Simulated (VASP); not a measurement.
Input of a VASP 6.6.1 run:

File INCAR:

```
PREC = Accurate
ENCUT = 520
EDIFF = 1E-6
ISMEAR = -1
SIGMA = 0.05
LREAL = False
LASPH = True
NELM = 200
ALGO = Normal
ISIF = 2
LWAVE = False
LCHARG = False
ISPIN = 2
MAGMOM = 0 0.429 0.429 0.429 0.429 0.429 0 0.429 0 0 0 0 0 0 0.429
LORBIT = 11
GGA = PS
IVDW = 12
NBANDS = 46
NELECT = 57.0
ISYM = 0
GGA_COMPAT = False
```

File KPOINTS:

```
Automatic mesh
0
Gamma
  1 1 1
  0.25 0.25 0.25
```

File POSCAR:

```
Al8As6C
1.0
   11.3481970000      0.0000000000      0.0000000000
    0.0000000000      5.6740990000      0.0000000000
    0.0000000000      0.0000000000      5.6740990000
Al As C
8 6 1
Direct
    0.0035810000      0.0058470000      0.0109900000
    0.4993770000      0.9874660000      0.9958450000
    0.2555900000      0.4877080000      0.9882750000
    0.7418270000      0.4875470000      0.0114720000
    0.2444880000      0.9844450000      0.4894780000
    0.7520820000      0.0017540000      0.4997500000
    0.9949830000      0.4927740000      0.5249080000
    0.4999180000      0.4950360000      0.4872290000
    0.1246030000      0.2507960000      0.2562270000
    0.8717740000      0.7337540000      0.2397270000
    0.3826890000      0.2540460000      0.7690830000
    0.8746870000      0.2425650000      0.7397910000
    0.1315150000      0.7539550000      0.7433600000
    0.6275240000      0.7463490000      0.7261350000
    0.6243550000      0.2612830000      0.2358870000
```

Potentials or basis: VASP PAW PBE potentials, release 64 (Al, As, C).

Command:

```sh
$ cat potpaw_PBE.64/Al/POTCAR potpaw_PBE.64/As/POTCAR potpaw_PBE.64/C/POTCAR > POTCAR
$ mpirun -np 1 vasp_std > vasp.out
```

Task: What does it give for the dispersion energy per atom?

Result: -0.241 eV.

Task: Predict the net moment.

Result: 0.96 μB per cell.

Forces on the atoms (eV/Å):
```
Al  -0.448 -0.461 -0.628
Al   1.320  0.670  1.301
Al  -0.879  0.624  0.733
Al  -1.185 -1.564  0.411
Al   1.195  0.847 -0.100
Al  -0.836  0.775 -1.720
Al   0.575  0.703 -1.025
Al   1.025 -1.233 -1.339
As   0.388  0.573  0.047
As   0.454  0.545  0.540
As  -0.246 -0.668 -1.570
As  -0.419 -0.187  1.462
As  -0.561 -0.645  0.946
As  -0.322 -0.191  0.747
C   -0.061  0.211  0.195
```

Caveat: the k points lie up to 1.11 Å⁻¹ apart; the cell carries a net charge on a neutralising background, which shifts energy and pressure; three body term missing; the PAW data sets were made with another functional, which shifts forces and pressure a little.
